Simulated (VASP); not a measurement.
# TiSi16 (a cell with a defect) in VASP: a series of runs, part 2 of 2

VASP 6.6.1. Earlier steps stand in the parts before.

## Step 3: Single point, PBE

INCAR reads:

```
SYSTEM = TiSi16
ALGO = Normal ; EDIFF = 1E-6
ENCUT = 520 ; GGA = PE
ISIF = 2 ; ISMEAR = 0
LASPH = .TRUE. ; LCHARG = .FALSE.
LREAL = Auto ; LWAVE = .FALSE.
NBANDS = 52 ; NELM = 60
PREC = Accurate ; SIGMA = 0.02
```

KPOINTS reads:

```
k-points
0
G
  2 2 2
  0 0 0
```

POSCAR reads:

```
TiSi16
1.0
    0.0000000000      5.4300000000      5.4300000000
    5.4300000000      0.0000000000      5.4300000000
    5.4300000000      5.4300000000      0.0000000000
Si Ti
16 1
Direct
   -0.0162814917     -0.0161439227      0.0494188766
    0.1260466851      0.1261925414      0.1386472376
    0.0112750460      0.0114512891      0.5121402394
    0.1076996317      0.1078685083      0.6778182320
    0.0111687845      0.4997779926     -0.0101862799
    0.1263530387      0.6102440147      0.1377569061
    0.0117478821      0.4661314917      0.5110500921
    0.1521190608      0.6157512891      0.6170286372
    0.4996363720      0.0112531308     -0.0101122468
    0.6100804788      0.1264646409      0.1378300184
    0.4659822284      0.0118341621      0.5111407919
    0.6155874770      0.1522119705      0.6171127072
    0.4998860037      0.4999966851     -0.0109101289
    0.6404889503      0.6405830571      0.0786845304
    0.5161788214      0.5162506446      0.4514366483
    0.6159167587      0.6160232044      0.6162038674
    0.8406712707      0.8408084715      0.4785670350
```

Potentials or basis: VASP PAW PBE potentials, release 64 (Si, Ti_sv).

On the command line:

```
$ cat potpaw_PBE.64/Si/POTCAR potpaw_PBE.64/Ti_sv/POTCAR > POTCAR
$ mpirun -np 1 vasp_std > vasp.out
```

Wall time 2.5 min (1 thread of Intel Xeon 6975P-C (Granite Rapids), shared host); peak memory 0.5 GiB.

It converged, with:

```
Free energy            : -91.1568 eV
Pressure               : 4.5 GPa
Largest force          : 1.927 eV/Å
Band gap on the k mesh : zero (band 38 reaches 6.96 eV, above the bottom of band 39 at 6.63 eV)
```

Forces on the atoms (eV/Å):
```
Si  -0.005 -0.004 -0.003
Si   0.081  0.081 -0.045
Si   0.117  0.118 -0.060
Si   0.070  0.071 -0.071
Si   0.094  0.029 -0.094
Si   0.042  0.079 -0.077
Si   0.057  0.119 -0.118
Si   0.091 -0.053 -0.092
Si   0.029  0.095 -0.094
Si   0.079  0.043 -0.077
Si   0.120  0.057 -0.117
Si  -0.053  0.091 -0.091
Si   0.094  0.094 -0.029
Si   0.113  0.113 -0.115
Si   0.086  0.086 -0.084
Si   0.091  0.092  0.049
Ti  -1.107 -1.112  1.118
```

Stress tensor (GPa, compression positive):
```
 4.47 -0.60  0.58
-0.60  4.47  0.58
 0.58  0.58  4.48
```

Levels at points of the mesh, in eV from the Fermi level:
```csv
k point,band 35,band 36,band 37,band 38,band 39,band 40,band 41,band 42
"(0.00, 0.00, 0.00)",-1.18,-0.75,-0.57,-0.27,-0.27,-0.04,-0.04,0.10
"(0.50, 0.00, 0.00)",-1.38,-1.30,-0.35,-0.01,0.15,0.60,0.63,0.75
"(0.00, 0.50, 0.00)",-1.38,-1.30,-0.35,-0.01,0.15,0.60,0.63,0.75
"(0.00, 0.00, 0.50)",-1.35,-1.35,-0.22,-0.22,-0.20,0.71,0.71,0.71
"(0.50, 0.50, 0.50)",-1.39,-1.30,-0.35,-0.01,0.15,0.60,0.63,0.75
"(0.50, 0.50, 0.00)",-1.86,-1.79,-0.25,0.06,0.29,0.63,0.90,1.01
"(0.00, 0.50, 0.50)",-1.86,-1.79,-0.26,0.06,0.29,0.64,0.90,1.01
"(0.50, 0.00, 0.50)",-1.86,-1.79,-0.26,0.06,0.29,0.64,0.90,1.01
```

Caveat: the k points lie up to 0.50 Å⁻¹ apart.

## Step 4: Single point, PBE

INCAR reads:

```
SYSTEM = TiSi16
PREC = Accurate
ENCUT = 520
EDIFF = 1E-7
ISMEAR = 0
SIGMA = 0.02
LREAL = Auto
LASPH = .True.
NELM = 80
ALGO = Normal
ISIF = 2
LWAVE = .False.
LCHARG = .False.
GGA = PE
NBANDS = 52
```

KPOINTS reads:

```
Automatic mesh
0
Gamma
  2 2 2
  0 0 0
```

POSCAR reads:

```
TiSi16
1.0
    0.0000000000      5.4300000000      5.4300000000
    5.4300000000      0.0000000000      5.4300000000
    5.4300000000      5.4300000000      0.0000000000
Si Ti
16 1
Direct
   -0.0152873849     -0.0152936464      0.0466604972
    0.1254616022      0.1254453959      0.1358455801
    0.0093347145      0.0093074586      0.5088129834
    0.1090903315      0.1090991713      0.6736614180
    0.0152318600      0.4990000000     -0.0129572744
    0.1256927256      0.6141453959      0.1350663904
    0.0096563536      0.4732666667      0.5079248619
    0.1591489871      0.6137458564      0.6136596685
    0.4990186004      0.0151495396     -0.0128677716
    0.6141430939      0.1256478821      0.1351292818
    0.4732771639      0.0095777164      0.5079963168
    0.6137317680      0.1590693370      0.6137638122
    0.4993191529      0.4992648250     -0.0137887661
    0.6412702578      0.6412223757      0.0765255064
    0.5174693370      0.5173597606      0.4476080110
    0.6141747698      0.6141440147      0.6126523020
    0.7832700737      0.7832067219      0.6504814917
```

On the command line:

```
$ cat potpaw_PBE.64/Si/POTCAR potpaw_PBE.64/Ti_sv/POTCAR > POTCAR
$ mpirun -np 1 vasp_std > vasp.out
```

Wall time 3.1 min (1 thread of Intel Xeon 6975P-C (Granite Rapids), shared host); peak memory 0.5 GiB.

It converged, with:

```yaml
Free_energy: -91.2054 eV
Pressure: 4.4 GPa
Largest_force: 1.934 eV/Å
Band_gap_on_the_k_mesh: zero (band 38 reaches 6.94 eV, above the bottom of band 39 at 6.62 eV)
```

Forces in eV/Å, atoms in the order of the input:
```
Si  -0.130 -0.130  0.131
Si  -0.090 -0.089  0.026
Si  -0.100 -0.100 -0.052
Si  -0.075 -0.075  0.071
Si  -0.072 -0.031  0.073
Si  -0.026 -0.089  0.089
Si   0.055 -0.099  0.099
Si  -0.112 -0.103  0.109
Si  -0.030 -0.072  0.073
Si  -0.089 -0.026  0.089
Si  -0.098  0.055  0.100
Si  -0.103 -0.112  0.109
Si  -0.074 -0.074  0.031
Si   0.000  0.000  0.004
Si  -0.062 -0.062  0.060
Si  -0.111 -0.110  0.105
Ti   1.116  1.117 -1.117
```

Stress tensor (GPa, compression positive):
```
 4.39 -0.55  0.53
-0.55  4.38  0.52
 0.53  0.52  4.40
```

Levels at points of the mesh, in eV from the Fermi level:
```tsv
k point	band 35	band 36	band 37	band 38	band 39	band 40	band 41	band 42
(0.00, 0.00, 0.00)	-1.17	-0.75	-0.59	-0.27	-0.27	-0.04	-0.03	0.11
(0.50, 0.00, 0.00)	-1.38	-1.30	-0.32	-0.01	0.14	0.59	0.62	0.75
(0.00, 0.50, 0.00)	-1.38	-1.30	-0.32	-0.01	0.14	0.59	0.62	0.75
(0.00, 0.00, 0.50)	-1.35	-1.35	-0.22	-0.22	-0.22	0.70	0.71	0.73
(0.50, 0.50, 0.50)	-1.38	-1.31	-0.32	-0.01	0.14	0.59	0.62	0.75
(0.50, 0.50, 0.00)	-1.87	-1.79	-0.26	0.05	0.30	0.68	0.89	1.02
(0.00, 0.50, 0.50)	-1.87	-1.79	-0.27	0.05	0.30	0.69	0.89	1.02
(0.50, 0.00, 0.50)	-1.87	-1.79	-0.27	0.05	0.30	0.69	0.89	1.02
```

Caveat: the k points lie up to 0.50 Å⁻¹ apart.

## Step 5: Single point, PBE

INCAR reads:

```
SYSTEM = TiSi16
PREC = Accurate ; ENCUT = 520
EDIFF = 1E-6 ; ISMEAR = 0
SIGMA = 0.02 ; LREAL = Auto
LASPH = .True. ; NELM = 80
ALGO = Normal ; ISIF = 2
LWAVE = .False. ; LCHARG = .True.
GGA = PE ; LELF = .True.
LVHAR = .True. ; NBANDS = 52
```

KPOINTS is that of step 4.

POSCAR reads:

```
TiSi16
1.0
    0.0000000000      5.4300000000      5.4300000000
    5.4300000000      0.0000000000      5.4300000000
    5.4300000000      5.4300000000      0.0000000000
Si Ti
16 1
Direct
   -0.0099728361     -0.0101139042      0.0306139042
    0.1253969613      0.1252901473      0.1304811234
    0.0068214549      0.0067400552      0.5045258748
    0.1138819521      0.1138160221      0.6591152855
    0.0140724678      0.4982426335     -0.0106034070
    0.1256251381      0.6192494475      0.1299468692
    0.0070839779      0.4823970534      0.5039712707
    0.1472215470      0.6212119705      0.6102675875
    0.4983602210      0.0139517495     -0.0105309392
    0.6193939227      0.1254642726      0.1299996317
    0.4824924494      0.0069471455      0.5040296501
    0.6212638122      0.1471109576      0.6104164825
    0.4987052486      0.4985017495     -0.0111150092
    0.6313733886      0.6312903315      0.1063654696
    0.5107300184      0.5106099448      0.4681572744
    0.6219183241      0.6217404236      0.6094196133
    0.7593593923      0.7592376611      0.7223870166
```

On the command line:

```
$ cat potpaw_PBE.64/Si/POTCAR potpaw_PBE.64/Ti_sv/POTCAR > POTCAR
$ mpirun -np 1 vasp_std > vasp.out
```

Wall time 2.8 min (1 thread of Intel Xeon 6975P-C (Granite Rapids), shared host); peak memory 0.5 GiB.

It converged, with:

```yaml
Free_energy: -92.0931 eV
Pressure: 3.8 GPa
Largest_force: 0.501 eV/Å
Band_gap_on_the_k_mesh: zero (band 38 reaches 6.90 eV, above the bottom of band 39 at 6.56 eV)
```

Forces on the atoms (eV/Å):
```
Si  -0.086 -0.085  0.083
Si  -0.052 -0.052  0.013
Si  -0.058 -0.058 -0.018
Si  -0.078 -0.078  0.078
Si  -0.005 -0.005  0.003
Si  -0.013 -0.049  0.049
Si   0.019 -0.056  0.057
Si   0.008 -0.110 -0.009
Si  -0.005 -0.004  0.003
Si  -0.050 -0.012  0.049
Si  -0.056  0.019  0.058
Si  -0.110  0.008 -0.008
Si  -0.001 -0.002  0.007
Si   0.113  0.112 -0.114
Si   0.075  0.074 -0.070
Si   0.010  0.010  0.109
Ti   0.289  0.288 -0.290
```

Stress tensor (GPa, compression positive):
```
 3.75 -0.05  0.04
-0.05  3.75  0.03
 0.04  0.03  3.79
```

Levels at points of the mesh, in eV from the Fermi level:
| k point | band 35 | band 36 | band 37 | band 38 | band 39 | band 40 |
| --- | --- | --- | --- | --- | --- | --- |
| (0.00, 0.00, 0.00) | -0.99 | -0.98 | -0.49 | -0.33 | -0.33 | -0.03 |
| (0.50, 0.00, 0.00) | -1.35 | -1.31 | -0.22 | 0.00 | 0.24 | 0.39 |
| (0.00, 0.50, 0.00) | -1.35 | -1.31 | -0.22 | 0.00 | 0.24 | 0.39 |
| (0.00, 0.00, 0.50) | -1.33 | -1.33 | -0.34 | -0.08 | -0.08 | 0.56 |
| (0.50, 0.50, 0.50) | -1.35 | -1.31 | -0.22 | 0.00 | 0.24 | 0.39 |
| (0.50, 0.50, 0.00) | -1.95 | -1.81 | -0.63 | 0.01 | 0.53 | 0.68 |
| (0.00, 0.50, 0.50) | -1.95 | -1.81 | -0.63 | 0.01 | 0.53 | 0.67 |
| (0.50, 0.00, 0.50) | -1.95 | -1.81 | -0.63 | 0.01 | 0.53 | 0.67 |

Caveat: the k points lie up to 0.50 Å⁻¹ apart.
